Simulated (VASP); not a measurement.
# K (Im-3m) in VASP: notebook

K is run at these levels: PBEsol; tasks: single point, relaxation of volume and atoms at fixed shape.

Program: VASP 6.6.1. These are calculated values, not measurements. Logs are shortened: lines on timing, memory, paths and dates and some standing lists are left out, and cuts for length are marked.

## (1) The cell of the first run

The structure is cubic, space group Im-3m (No. 229). Conventional cell: a = 5.225 Å, b = 5.225 Å, c = 5.225 Å, α = 90.00°, β = 90.00°, γ = 90.00°.

## (2) Single point, PBEsol

INCAR reads:

```
SYSTEM = K
PREC = Accurate
ENCUT = 520
EDIFF = 1E-7
ISMEAR = -1
SIGMA = 0.05
LREAL = .False.
LASPH = .True.
NELM = 100
ALGO = Normal
ISIF = 2
LWAVE = .False.
LCHARG = .False.
GGA = PS
NBANDS = 10
```

KPOINTS reads:

```
regular mesh
0
Gamma
  7 7 7
  0 0 0
```

POSCAR reads:

```
K
1.0
    4.5249830354     -0.0000000251     -0.0000000434
   -1.5083276549      4.2661949272     -0.0000000434
   -1.5083276549     -2.1330974009      3.6946332206
K
1
Direct
    0.0000000000      0.0000000000      0.0000000000
```

Potentials or basis: VASP PAW PBE potentials, release 64 (K_sv).

Launch:

```bash
$ cat potpaw_PBE.64/K_sv/POTCAR > POTCAR
$ mpirun -np 1 vasp_std > vasp.out
```

OUTCAR:

```text
SYSTEM = K
   PREC = Accurate
   ENCUT = 520
   EDIFF = 1E-7
   ISMEAR = -1
   LREAL = .False.
   LASPH = .True.
   NELM = 100
   ISIF = 2
   GGA = PS

 ion  position               nearest neighbor table
   1  0.000  0.000  0.000-

  LATTYP: Found a body centered cubic cell.
 ALAT       =     5.2250003472

  Lattice vectors:

 A1 = (   4.5249830354,  -0.0000000251,  -0.0000000434)
 A2 = (  -1.5083276549,   4.2661949272,  -0.0000000434)
 A3 = (  -1.5083276549,  -2.1330974009,   3.6946332206)

Analysis of symmetry for initial positions (statically):
=====================================================================
 Subroutine PRICEL returns:
 Original cell was already a primitive cell.

 Routine SETGRP: Setting up the symmetry group for a
 body centered cubic supercell.

 Subroutine GETGRP returns: Found 48 space group operations
 (whereof 48 operations were pure point group operations)
 out of a pool of 48 trial point group operations.

The static configuration has the point symmetry O_h .

Analysis of symmetry for dynamics (positions and initial velocities):
=====================================================================
 Subroutine PRICEL returns:
 Original cell was already a primitive cell.

 Routine SETGRP: Setting up the symmetry group for a
 body centered cubic supercell.

 Subroutine GETGRP returns: Found 48 space group operations
 (whereof 48 operations were pure point group operations)
 out of a pool of 48 trial point group operations.

The dynamic configuration has the point symmetry O_h .

 Subroutine INISYM returns: Found 48 space group operations
 (whereof 48 operations are pure point group operations),
 and found     1 'primitive' translations

----------------------------------------------------------------------------------------

                                     Primitive cell

  volume of cell :      71.3229

  direct lattice vectors                    reciprocal lattice vectors
     4.524983035 -0.000000025 -0.000000043     0.220995305  0.078133640  0.135331429
    -1.508327655  4.266194927 -0.000000043     0.000000003  0.234400919  0.135331429
    -1.508327655 -2.133097401  3.694633221     0.000000003  0.000000004  0.270662865

  length of vectors
     4.524983035  4.524983035  4.524983035     0.270662865  0.270662865  0.270662865

  position of ions in fractional coordinates (direct lattice)
     0.000000000  0.000000000  0.000000000

  ion indices of the primitive-cell ions
   primitive index   ion index
                 1           1

----------------------------------------------------------------------------------------

 KPOINTS: regular mesh

Automatic generation of k-mesh.
 Grid dimensions read from file:
 generate k-points for:    7    7    7

 Generating k-lattice:

  Cartesian coordinates                     Fractional coordinates (reciprocal lattice)
     0.031570758  0.011161949  0.019333061     0.142857143 -0.000000000  0.000000000
     0.000000000  0.033485846  0.019333061     0.000000000  0.142857143  0.000000000
     0.000000000  0.000000001  0.038666124     0.000000000  0.000000000  0.142857143

  Length of vectors
     0.038666124  0.038666124  0.038666124

  Shift w.r.t. Gamma in fractional coordinates (k-lattice)
     0.000000000  0.000000000  0.000000000

 Subroutine IBZKPT returns following result:
 ===========================================

 Found     20 irreducible k-points:

 Following reciprocal coordinates:
            Coordinates               Weight
  0.000000  0.000000  0.000000      1.000000
  0.142857  0.000000  0.000000     12.000000
  0.285714 -0.000000  0.000000     12.000000
  0.428571  0.000000  0.000000     12.000000
  0.142857  0.142857  0.000000     24.000000
  0.285714  0.142857  0.000000     48.000000
[... 12 lines left out ...]
 -0.428571 -0.428571  0.285714      8.000000
 -0.428571  0.428571  0.428571      6.000000
   k-points           NKPTS =     20   k-points in BZ     NKDIM =     20   number of bands    NBANDS=     10
   number of dos      NEDOS =    301   number of ions     NIONS =      1
   total plane-waves  NPLWV =  46656
   dimension x,y,z NGX =    36 NGY =   36 NGZ =   36
   dimension x,y,z NGXF=    72 NGYF=   72 NGZF=   72
   ions per type =               1
   NGX,Y,Z   is equivalent  to a cutoff of  13.23, 13.23, 13.23 a.u.
   NGXF,Y,Z  is equivalent  to a cutoff of  26.45, 26.45, 26.45 a.u.
 SYSTEM =  K
   PREC   = accura    normal or accurate (medium, high low for compatibility)
   ISTART =      0    job   : 0-new  1-cont  2-samecut
   ICHARG =      2    charge: 1-file 2-atom 10-const
   ISPIN  =      1    spin polarized calculation?
   LNONCOLLINEAR =      F non collinear calculations
   LSORBIT =      F    spin-orbit coupling
   LASPH  =      T    aspherical Exc in radial PAW
   ENCUT  =  520.0 eV  38.22 Ry    6.18 a.u.   8.41  8.41  8.41*2*pi/ulx,y,z
   NELM   =    100;   NELMIN=  2; NELMDL= -5     # of ELM steps
   EDIFF  = 0.1E-06   stopping-criterion for ELM
   LREAL  =      F    real-space projection
   EDIFFG = 0.1E-05   stopping-criterion for IOM
   NSW    =      0    number of steps for IOM
   IBRION =     -1    ionic relax: 0-MD 1-quasi-New 2-CG
   NFREE  =      0    steps in history (QN), initial steepest desc. (CG)
   ISIF   =      2    stress and relaxation
   ISYM   =      2    0-nonsym 1-usesym 2-fastsym
   POTIM  = 0.5000    time-step for ionic-motion
   TEBEG  =    0.0;   TEEND  =   0.0 temperature during run
   PSTRESS=    0.0 pullay stress
   NELECT =       9.0000    total number of electrons
   NUPDOWN=      -1.0000    fix difference up-down
   EMIN   =  10.00;   EMAX   =-10.00  energy-range for DOS
   EFERMI =   0.00;   METHOD = LEGACY
   ISMEAR =    -1;   SIGMA  =   0.05  broadening in eV -4-tet -1-fermi 0-gaus
   EFERMI_NEDOS =   21; number of points for ismear=-14 and -15
   IALGO  =     38    algorithm
   IMIX   =      4    mixing-type and parameters
     AMIX     =   0.40;   BMIX     =  1.00
     AMIX_MAG =   1.60;   BMIX_MAG =  1.00
  volume/ion in A,a.u.               =      71.32       481.31
  Fermi-wavevector in a.u.,A,eV,Ry     =   0.821131  1.551713  9.173821  0.674257
  Thomas-Fermi vector in A             =   1.932236
   LORBIT       =      0    0 simple, 1 ext, 2 COOP (PROOUT), +10 PAW based schemes
   GGA     = PS    functional components
   LHFCALC =     F    Hartree Fock is set to
   AEXX    =    0.0000 exact exchange contribution
   IVDW    =     0    specifies the selected vdW correction
   LEPSILON=     F    determine dielectric tensor
   LRPA    =     F    only Hartree local field effects (RPA)
 non-spin polarized calculation
  energy-cutoff  :      520.00
  volume of cell :       71.32
 maximum number of plane-waves:      1961
 NGX is ok and might be reduce to    36
   NGX = 17   NGY = 17   NGZ = 17

 number of electron       9.0000000 magnetization

 Free energy of the ion-electron system (eV)
  ---------------------------------------------------
  ext. energy  EPLUGINS =         0.00000000
  ---------------------------------------------------
  free energy    TOTEN  =        -1.13840948 eV

  energy without entropy =       -1.13153121  energy(sigma->0) =       -1.13497034

 E-fermi :  -0.1124     XC(G=0):  -5.7734

 val. band max:       -0.1795151087   @ k =  -0.2857   0.4286   0.1429
 cond. band min:       0.0234743818   @ k =  -0.4286   0.4286   0.1429
 fundamental gap:      0.2029894905
 Fermi energy:        -0.1123937252

 k-point     1 :       0.0000    0.0000    0.0000
  band No.  band energies     occupation
      1     -32.0748      2.00000
      2     -15.5824      2.00000
      3     -15.5824      2.00000
      4     -15.5824      2.00000
      5      -2.3032      2.00000
      6       4.2251      0.00000
      7       4.2251      0.00000
      8       4.2251      0.00000
      9       5.1646      0.00000
     10       5.1646      0.00000

 k-point     2 :       0.1429    0.0000    0.0000
  band No.  band energies     occupation
      1     -32.0739      2.00000
      2     -15.5970      2.00000
      3     -15.5872      2.00000
      4     -15.5823      2.00000
      5      -2.0446      2.00000
      6       3.7684      0.00000
      7       3.9239      0.00000
      8       4.4346      0.00000
      9       4.9132      0.00000
     10       5.1131      0.00000

 k-point     3 :       0.2857   -0.0000    0.0000
  band No.  band energies     occupation
      1     -32.0718      2.00000
      2     -15.6295      2.00000
      3     -15.5981      2.00000
      4     -15.5823      2.00000
      5      -1.3046      2.00000
      6       2.5224      0.00000
      7       3.4228      0.00000
      8       5.0072      0.00000
      9       5.0448      0.00000
     10       5.1523      0.00000

 k-point     4 :       0.4286    0.0000    0.0000
  band No.  band energies     occupation
      1     -32.0702      2.00000
      2     -15.6551      2.00000
      3     -15.6068      2.00000
      4     -15.5823      2.00000
      5      -0.1924      1.66416
      6       1.1638      0.00000
      7       3.1137      0.00000
      8       4.8928      0.00000
      9       5.4896      0.00000
     10       6.0017      0.00000
[... 170 lines left out ...]
 k-point    18 :      -0.4286    0.4286    0.2857
  band No.  band energies     occupation
      1     -32.0678      2.00000
      2     -15.6430      2.00000
      3     -15.6246      2.00000
      4     -15.6166      2.00000
      5       0.5873      0.00000
      6       1.6578      0.00000
      7       3.1251      0.00000
      8       3.3205      0.00000
      9       4.3732      0.00000
     10       5.9930      0.00000

 k-point    19 :      -0.4286   -0.4286    0.2857
  band No.  band energies     occupation
      1     -32.0671      2.00000
      2     -15.6384      2.00000
      3     -15.6384      2.00000
      4     -15.6190      2.00000
      5       1.3453      0.00000
      6       1.3453      0.00000
      7       2.4643      0.00000
      8       3.9798      0.00000
      9       3.9798      0.00000
     10       5.8641      0.00000

 k-point    20 :      -0.4286    0.4286    0.4286
  band No.  band energies     occupation
      1     -32.0665      2.00000
      2     -15.6370      2.00000
      3     -15.6345      2.00000
      4     -15.6345      2.00000
      5       1.2581      0.00000
      6       1.6608      0.00000
      7       3.4187      0.00000
      8       3.4187      0.00000
      9       3.4356      0.00000
     10       6.1276      0.00000

------------------------ aborting loop because EDIFF is reached ----------------------------------------

  FORCE on cell =-STRESS in cart. coord.  units (eV):
  Direction    XX          YY          ZZ          XY          YZ          ZX
  --------------------------------------------------------------------------------------
  -------------------------------------------------------------------------------------
  Total       -0.0155602     -0.0155602     -0.0155602      0.0000000     -0.0000000      0.0000000
  in kB       -0.3495399     -0.3495399     -0.3495399      0.0000000     -0.0000000      0.0000000
  external PRESSURE =      -0.3495399 kB  Pullay stress =       0.0000000 kB

 VOLUME and BASIS-vectors are now :
 -----------------------------------------------------------------------------
  energy-cutoff  :      520.00
  volume of cell :       71.32
      direct lattice vectors                 reciprocal lattice vectors
     4.524983035 -0.000000025 -0.000000043     0.220995305  0.078133640  0.135331429
    -1.508327655  4.266194927 -0.000000043     0.000000003  0.234400919  0.135331429
    -1.508327655 -2.133097401  3.694633221     0.000000003  0.000000004  0.270662865

 POSITION                                       TOTAL-FORCE (eV/Angst)
 -----------------------------------------------------------------------------------
      0.00000      0.00000      0.00000         0.000000      0.000000     -0.000000
 -----------------------------------------------------------------------------------
    total drift:                                0.000000      0.000000     -0.000000

  FREE ENERGIE OF THE ION-ELECTRON SYSTEM (eV)
  ---------------------------------------------------
  free  energy   TOTEN  =        -1.1384094775 eV

  energy  without entropy=       -1.1315312117  energy(sigma->0) =       -1.13497034
```

It took 24 s on 1 thread of Intel Xeon 8259CL, shared host; peak memory 0.2 GiB.

Results:

- Free energy: -1.1384 eV
- Pressure: 0.0 GPa
- Band gap on the k mesh: zero (an odd number of electrons rules out a gap without spin polarisation)

Caveat: the PAW data sets were made with another functional, which shifts forces and pressure a little.

## (3) Relaxation of volume and atoms at fixed shape, PBEsol

INCAR reads:

```
SYSTEM = K
ALGO     = Normal         ! electronic algorithm
EDIFF    = 1E-6           ! SCF threshold, eV
EDIFFG   = -0.03          ! ionic threshold
ENCUT    = 600            ! plane-wave cutoff, eV
GGA      = PS             ! functional
IBRION   = 2              ! ionic algorithm
ISIF     = 8              ! what is computed and relaxed
ISMEAR   = -1             ! smearing method
LASPH    = .True.         ! aspherical terms in the spheres
LCHARG   = .False.        ! write CHGCAR
LREAL    = .False.        ! projectors in reciprocal space
LWAVE    = .False.        ! write WAVECAR
NELM     = 60             ! most SCF steps
NSW      = 80             ! ionic steps
PREC     = Accurate       ! precision mode
SIGMA    = 0.05           ! smearing width, eV
```

KPOINTS reads:

```
k-points
0
Gamma
  7 7 7
  0 0 0
```

POSCAR reads:

```
K
1.0
    4.5249830000      0.0000000000      0.0000000000
   -1.5083276194      4.2661949021      0.0000000000
   -1.5083276194     -2.1330973508      3.6946332206
K
1
Direct
    0.0000000000      0.0000000000      0.0000000000
```

Potentials or basis: VASP PAW PBE potentials, release 64 (K_sv).

Launch:

```bash
$ cat potpaw_PBE.64/K_sv/POTCAR > POTCAR
$ mpirun -np 1 vasp_std > vasp.out
```

OUTCAR:

```text
SYSTEM = K
   EDIFF = 1E-6
   EDIFFG = -0.03
   ENCUT = 600
   GGA = PS
   IBRION = 2
   ISIF = 8
   ISMEAR = -1
   LASPH = .True.
   LREAL = .False.
   NELM = 60
   NSW = 80
   PREC = Accurate

 ion  position               nearest neighbor table
   1  0.000  0.000  0.000-

  LATTYP: Found a body centered cubic cell.
 ALAT       =     5.2250003062

  Lattice vectors:

 A1 = (   4.5249830000,   0.0000000000,   0.0000000000)
 A2 = (  -1.5083276194,   4.2661949021,   0.0000000000)
 A3 = (  -1.5083276194,  -2.1330973508,   3.6946332206)

Analysis of symmetry for initial positions (statically):
=====================================================================
 Subroutine PRICEL returns:
 Original cell was already a primitive cell.

 Routine SETGRP: Setting up the symmetry group for a
 body centered cubic supercell.

 Subroutine GETGRP returns: Found 48 space group operations
 (whereof 48 operations were pure point group operations)
 out of a pool of 48 trial point group operations.

The static configuration has the point symmetry O_h .

Analysis of symmetry for dynamics (positions and initial velocities):
=====================================================================
 Subroutine PRICEL returns:
 Original cell was already a primitive cell.

 Routine SETGRP: Setting up the symmetry group for a
 body centered cubic supercell.

 Subroutine GETGRP returns: Found 48 space group operations
 (whereof 48 operations were pure point group operations)
 out of a pool of 48 trial point group operations.

The dynamic configuration has the point symmetry O_h .

 Subroutine INISYM returns: Found 48 space group operations
 (whereof 48 operations are pure point group operations),
 and found     1 'primitive' translations

[... 104 lines left out ...]
   IALGO  =     38    algorithm
   IMIX   =      4    mixing-type and parameters
     AMIX     =   0.40;   BMIX     =  1.00
     AMIX_MAG =   1.60;   BMIX_MAG =  1.00
  volume/ion in A,a.u.               =      71.32       481.31
  Fermi-wavevector in a.u.,A,eV,Ry     =   0.821131  1.551713  9.173821  0.674257
  Thomas-Fermi vector in A             =   1.932236
   LORBIT       =      0    0 simple, 1 ext, 2 COOP (PROOUT), +10 PAW based schemes
   GGA     = PS    functional components
   LHFCALC =     F    Hartree Fock is set to
   AEXX    =    0.0000 exact exchange contribution
   IVDW    =     0    specifies the selected vdW correction
   LEPSILON=     F    determine dielectric tensor
   LRPA    =     F    only Hartree local field effects (RPA)
 conjugate gradient relaxation of ions
 non-spin polarized calculation
  energy-cutoff  :      600.00
  volume of cell :       71.32
 maximum number of plane-waves:      2409
   NGX = 19   NGY = 19   NGZ = 19

 number of electron       9.0000000 magnetization

 Free energy of the ion-electron system (eV)
  ---------------------------------------------------
  ext. energy  EPLUGINS =         0.00000000
  ---------------------------------------------------
  free energy    TOTEN  =        -1.13843543 eV

  energy without entropy =       -1.13155704  energy(sigma->0) =       -1.13499624

 E-fermi :  -0.1125     XC(G=0):  -5.7735

 val. band max:       -0.1796617019   @ k =  -0.2857   0.4286   0.1429
 cond. band min:       0.0233286830   @ k =  -0.4286   0.4286   0.1429
 fundamental gap:      0.2029903849
 Fermi energy:        -0.1125369560

 k-point     1 :       0.0000    0.0000    0.0000
  band No.  band energies     occupation
      1     -32.0746      2.00000
      2     -15.5824      2.00000
      3     -15.5824      2.00000
      4     -15.5824      2.00000
      5      -2.3032      2.00000
      6       4.2250      0.00000
      7       4.2250      0.00000
      8       4.2250      0.00000
[... 199 lines left out ...]
 k-point    20 :      -0.4286    0.4286    0.4286
  band No.  band energies     occupation
      1     -32.0663      2.00000
      2     -15.6371      2.00000
      3     -15.6346      2.00000
      4     -15.6346      2.00000
      5       1.2579      0.00000
      6       1.6607      0.00000
      7       3.4184      0.00000
      8       3.4185      0.00000

------------------------ aborting loop because EDIFF is reached ----------------------------------------

  FORCE on cell =-STRESS in cart. coord.  units (eV):
  Direction    XX          YY          ZZ          XY          YZ          ZX
  --------------------------------------------------------------------------------------
  -------------------------------------------------------------------------------------
  Total       -0.0111338     -0.0111338     -0.0111338     -0.0000000     -0.0000000     -0.0000000
  in kB       -0.2501058     -0.2501058     -0.2501058     -0.0000000     -0.0000000     -0.0000000
  external PRESSURE =      -0.2501058 kB  Pullay stress =       0.0000000 kB

 VOLUME and BASIS-vectors are now :
 -----------------------------------------------------------------------------
  energy-cutoff  :      600.00
  volume of cell :       71.32
      direct lattice vectors                 reciprocal lattice vectors
     4.524983000  0.000000000  0.000000000     0.220995305  0.078133637  0.135331424
    -1.508327619  4.266194902  0.000000000     0.000000000  0.234400918  0.135331424
    -1.508327619 -2.133097351  3.694633221     0.000000000  0.000000000  0.270662862

 POSITION                                       TOTAL-FORCE (eV/Angst)
 -----------------------------------------------------------------------------------
      0.00000      0.00000      0.00000         0.000000      0.000000      0.000000
 -----------------------------------------------------------------------------------
    total drift:                                0.000000     -0.000000     -0.000000

  FREE ENERGIE OF THE ION-ELECTRON SYSTEM (eV)
  ---------------------------------------------------
  free  energy   TOTEN  =        -1.1384354318 eV

  energy  without entropy=       -1.1315570386  energy(sigma->0) =       -1.13499624

 reached required accuracy - stopping structural energy minimisation
```

Run time: 20 s. Hardware: 1 thread of Intel Xeon 8259CL, shared host; peak memory 0.2 GiB.

Results:

```
Free energy             : -1.1384 eV
Pressure after relaxing : 0.0 GPa
Band gap on the k mesh  : zero (an odd number of electrons rules out a gap without spin polarisation)
```

Final structure:
```yaml
crystal:
  lattice:
    - [4.52498, 0.00000, 0.00000]
    - [-1.50833, 4.26619, 0.00000]
    - [-1.50833, -2.13310, 3.69463]
  atoms:
    - { symbol: K, position: [0.00000, 0.00000, 0.00000] }
```

Levels at points of the mesh, in eV from the Fermi level:
```csv
k point,band 2,band 3,band 4,band 5,band 6,band 7,band 8
"(0.00, 0.00, 0.00)",-15.47,-15.47,-15.47,-2.19,4.34,4.34,4.34
```

Caveat: the relaxation stopped at its first step, so nothing moved; the PAW data sets were made with another functional, which shifts forces and pressure a little.
